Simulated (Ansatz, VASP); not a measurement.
## Al2Cu: VASP beside Ansatz

```
Al Cu
1.0
    -1.39113    1.39113    5.68923
     1.39113   -1.39113    5.68923
     1.39113    1.39113   -5.68923
Al Cu
2 1
Direct
  0.65457 0.65457 0.00000
  0.34543 0.34543 0.00000
  0.00000 0.00000 0.00000
```

Alike in both runs: functional PBE; k mesh 24 × 24 × 24; occupations gaussian, width 0.1 eV; no spin polarisation.

Ansatz relaxed the structure, and its values are those at the end. VASP's run is a single point on that final structure, the one shown.

```csv
,VASP,Ansatz
version,VASP 6.6.1,Ansatz 0.2.0
potentials or method,"VASP PAW PBE potentials, release 64 (Al, Cu), cutoff 520 eV","scalar-relativistic, plane waves, PAW"
valence electrons in the cell,17,25
```

Ansatz gave:

* gap on the k mesh at the Fermi level (eV): none
* pressure (GPa): 0.0
* rms of the force components (eV/Å): 0.000

Task: Estimate VASP's values.

Result: gap on the k mesh at the Fermi level (eV): none; pressure (GPa): 0.1; rms of the force components (eV/Å): 0.010.

A gap of «none» marks a metal or a gap that the smearing closes. With one functional, cell and mesh, what is left measures potentials, basis and numerics. VASP's potentials hold 17 valence electrons a cell and Ansatz's 25, so a difference there can come from the potentials and not from the codes.
